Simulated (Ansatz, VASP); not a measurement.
**Two plane-wave programs on Pb**

POSCAR

```
Pb
1.0
   -1.8972047215      1.8972047215      1.8972047215
    1.8972047215     -1.8972047215      1.8972047215
    1.8972047215      1.8972047215     -1.8972047215
Pb
1
Direct
    0.0000000000      0.0000000000      0.0000000000
```

File INCAR.step1:

```
SYSTEM = Pb
PREC = Accurate
ENCUT = 520
ISMEAR = -1
SIGMA = 0.1
LREAL = .False.
LASPH = .True.
NELM = 100
NBANDS = 13
GGA = PE
ALGO = Normal
EDIFF = 1E-4
LWAVE = .True.
LCHARG = .False.
```

Contents of INCAR.step2:

```
SYSTEM = Pb
PREC = Accurate
ENCUT = 520
EDIFF = 1E-7
ISMEAR = -1
SIGMA = 0.1
LREAL = .False.
LASPH = .True.
NELM = 100
ALGO = Normal
ISIF = 2
LWAVE = .False.
LCHARG = .False.
METAGGA = R2SCAN
LMIXTAU = .True.
NBANDS = 13
ISTART = 1
```

The input KPOINTS:

```
Automatic mesh
0
Gamma
  13 13 13
  0 0 0
```

Input for Ansatz:

```yaml
crystal:
  lattice:
    - [-1.8972047215, 1.8972047215, 1.8972047215]
    - [1.8972047215, -1.8972047215, 1.8972047215]
    - [1.8972047215, 1.8972047215, -1.8972047215]
  atoms:
    - { symbol: Pb, position: [0.0, 0.0, 0.0] }
hamiltonian:
  xc: r2scan
  pseudopotentials:
    kind: paw
    azcp:
      Pb: "pseudopotentials/Pb.paw.azcp"
basis:
  ecutwfc: 500
  fft_grid_basis: typed
kpoints:
  mp_grid: { grid: [13, 13, 13], shift: [0, 0, 0] }
magnetization:
  spin_polarized: false
scf:
  occupations: { method: fermi_dirac, width: 0.1 }
  lower_state_search: "off"
output:
  stress: true
  write_density: true
  write_potential: true
  elf: true
  volumetric_format: npy
```

Alike in both runs: task single point; functional r2SCAN; k mesh 13 × 13 × 13; occupations fermi-dirac, width 0.1 eV; no spin polarisation.

|  | VASP | Ansatz |
| --- | --- | --- |
| version | VASP 6.6.1 | Ansatz 0.2.0 |
| potentials or method | VASP PAW PBE potentials, release 64 (Pb_d), cutoff 520 eV | plane waves (500 eV) with PAW, scalar-relativistic |
| valence electrons in the cell | 14 | 14 |

```tsv
	VASP	Ansatz	Ansatz less VASP
pressure (GPa)	7.6	7.5	-0.03
```

VASP's potentials were made for PBE, not for r2SCAN.

Spin-orbit coupling is off throughout.
